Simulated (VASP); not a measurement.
Write the native input for VASP 6.6.1 that does the following.

- Task: relaxation of cell and atoms
- Functional: PBE
- Potentials or basis: VASP PAW PBE potentials, release 64 (La)
- Cutoff: 600 eV
- k mesh: 16 × 16 × 16
- Occupations: fermi-dirac, width 0.05 eV
- Spin: no spin polarisation
- Target pressure: 130 GPa
- Dipole correction: no
- Further INCAR settings: ALGO = Normal; EDIFF = 1e-06; IBRION = 2; EDIFFG = -0.005; NSW = 32; ISIF = 3

The structure of La lies in POSCAR:

```
La
1.0
   -2.4498774223      2.4498774223      1.3452386685
    2.4498774223     -2.4498774223      1.3452386685
    2.4498774223      2.4498774223     -1.3452386685
La
2
Direct
   -0.3750000000     -0.1250000000     -0.2500000000
    0.3750000000      0.1250000000      0.2500000000
```

One way to write it, as run:

INCAR

```
SYSTEM = La
PREC = Accurate ; ENCUT = 600
EDIFF = 1E-6 ; ISMEAR = -1
SIGMA = 0.05 ; LREAL = .False.
LASPH = .True. ; NELM = 60
ALGO = Normal ; ISIF = 3
LWAVE = .False. ; LCHARG = .False.
GGA = PE ; IBRION = 2
NSW = 32 ; EDIFFG = -0.005
PSTRESS = 1300.0
```

KPOINTS

```
Automatic mesh
0
Gamma
  16 16 16
  0 0 0
```

Potentials or basis: VASP PAW PBE potentials, release 64 (La).

Run with:

```console
$ cat potpaw_PBE.64/La/POTCAR > POTCAR
$ mpirun -np 1 vasp_std > vasp.out
```

It gave:

```json
{"Relaxed volume": "16.14 Å³/atom", "Relaxed cell": "a = 3.715 Å, b = 3.715 Å, c = 3.715 Å, α = 97.55°, β = 97.55°, γ = 137.51°", "Space group after relaxing (to 0.1 Å)": "I4_1/amd (No. 141)", "Energy change on relaxing (the run minimises the enthalpy)": "+3.1 meV/atom", "Ionic steps": "5", "Pressure after relaxing": "130.0 GPa", "Band gap on the k mesh": "zero (bands 11 and 12 overlap by 3.79 eV)"}
```

Caveat: the cell is relaxed towards a set pressure, so the run minimises the enthalpy, not the energy; spin-orbit coupling is left out, which moves the levels of the heavy elements.

It took 27 min on 1 thread of Intel Xeon 8259CL, on a shared host, peak memory 0.34 GiB.
